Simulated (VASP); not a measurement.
## ZnS: single point with PBE

ZnS:

```
Zn S
1.0
     0.00000    2.39855    2.39855
     2.39855    0.00000    2.39855
     2.39855    2.39855    0.00000
Zn S
1 1
Cartesian
  0.0000 0.0000 0.0000
  1.1993 1.1993 1.1993
```

| Item | Value |
| --- | --- |
| Program | VASP 6.6.1 |
| Task | single point |
| Functional | PBE |
| Potentials or basis | VASP PAW PBE potentials, release 64 (Zn, S) |
| Cutoff | 500 eV |
| k mesh | 6 × 6 × 6 |
| Occupations | gaussian, width 0.1 eV |
| Spin | no spin polarisation |
| Dipole correction | no |
| Further INCAR settings | ALGO = Normal; EDIFF = 1e-06; NBANDS = 16 |

```json
{
 "Pressure": "61.5 GPa",
 "Band gap on the k mesh": "2.36 eV, indirect (least direct gap 3.81 eV)"
}
```

Levels at points of the mesh, in eV from the valence-band top:
```csv
k point,band 5,band 6,band 7,band 8,band 9,band 10,band 11,band 12,band 13,band 14
"(0.00, 0.00, 0.00)",-7.56,-7.56,0.00,0.00,0.00,3.81,5.81,5.81,5.81,12.02
"(0.50, 0.00, 0.00)",-7.49,-7.49,-7.11,-1.53,-1.53,3.85,6.40,6.40,9.80,14.18
"(0.50, 0.50, 0.00)",-7.38,-7.22,-6.24,-3.85,-3.85,2.36,3.51,14.02,14.12,14.30
```

Run time: 18 s on 1 thread of Intel(R) Xeon(R) Platinum 8259CL CPU @ 2.50GHz (Skylake/Cascade Lake), with other jobs on the host, peak memory 0.15 GiB.

A k mesh can miss the band edges. PBE gaps usually lie below the measured ones, often by a third to a half.
